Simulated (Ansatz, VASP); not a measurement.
**One calculation of C, two programs**

INCAR

```
PREC     = Accurate       # precision mode
ENCUT    = 520            # plane-wave cutoff, eV
EDIFF    = 1E-7           # SCF threshold, eV
ISMEAR   = -5             # smearing method
SIGMA    = 0.1            # smearing width, eV
LREAL    = False          # projectors in reciprocal space
LASPH    = True           # aspherical terms in the spheres
NELM     = 100            # most SCF steps
ALGO     = Normal         # electronic algorithm
ISIF     = 2              # what is computed and relaxed
LWAVE    = False          # write WAVECAR
LCHARG   = False          # write CHGCAR
GGA      = PE             # functional
NBANDS   = 11             # bands
```

KPOINTS

```
Automatic mesh
0
Gamma
  11 11 11
```

POSCAR

```
C
1.0
    0.0000000000      2.1270000000      3.3480000000
    1.2280000000      0.0000000000      3.3480000000
    1.2280000000      2.1270000000      0.0000000000
C
2
Direct
    0.1666700000      0.8333300000      0.1666700000
    0.8333300000      0.1666700000      0.8333300000
```

Input for Ansatz:

```yaml
crystal:
  lattice:
    - [0.0, 2.127, 3.348]
    - [1.228, 0.0, 3.348]
    - [1.228, 2.127, 0.0]
  atoms:
    - { symbol: C, position: [0.16667, 0.83333, 0.16667] }
    - { symbol: C, position: [0.83333, 0.16667, 0.83333] }
hamiltonian:
  xc: pbe
  pseudopotentials: { kind: paw }
basis:
  ecutwfc: 420
kpoints:
  mp_grid: { grid: [11, 11, 11] }
scf:
  occupations: { method: tetrahedron }
  lower_state_search: "off"
  max_iter: 60
output:
  forces: true
  stress: true
```

Alike in both runs: task single point; functional PBE; k mesh 11 × 11 × 11; occupations tetrahedron; no spin polarisation.

|  | VASP | Ansatz |
| --- | --- | --- |
| version | VASP 6.6.1 | Ansatz 0.2.0 |
| potentials or method | VASP PAW PBE potentials, release 64 (C), cutoff 520 eV | PAW, plane waves, scalar-relativistic |
| valence electrons in the cell | 8 | 8 |

VASP gave:

* gap on the k mesh at the Fermi level (eV): 0.69
* pressure (GPa): 5.1
* traceless stress, the component that is largest in VASP (GPa): -1.13
* rms of the force components (eV/Å): 0.021

Which values does Ansatz return?

gap on the k mesh at the Fermi level (eV): 0.69; pressure (GPa): 4.6; traceless stress, the component that is largest in VASP (GPa): -0.60; rms of the force components (eV/Å): 0.021.

Atom by atom the forces differ by 0.000 eV/Å (rms over components). The functional is the same, so the differences come from potentials, cutoffs and numerics. Ansatz's warnings: band table not solved further, tetrahedron derivatives may miss energy slope.
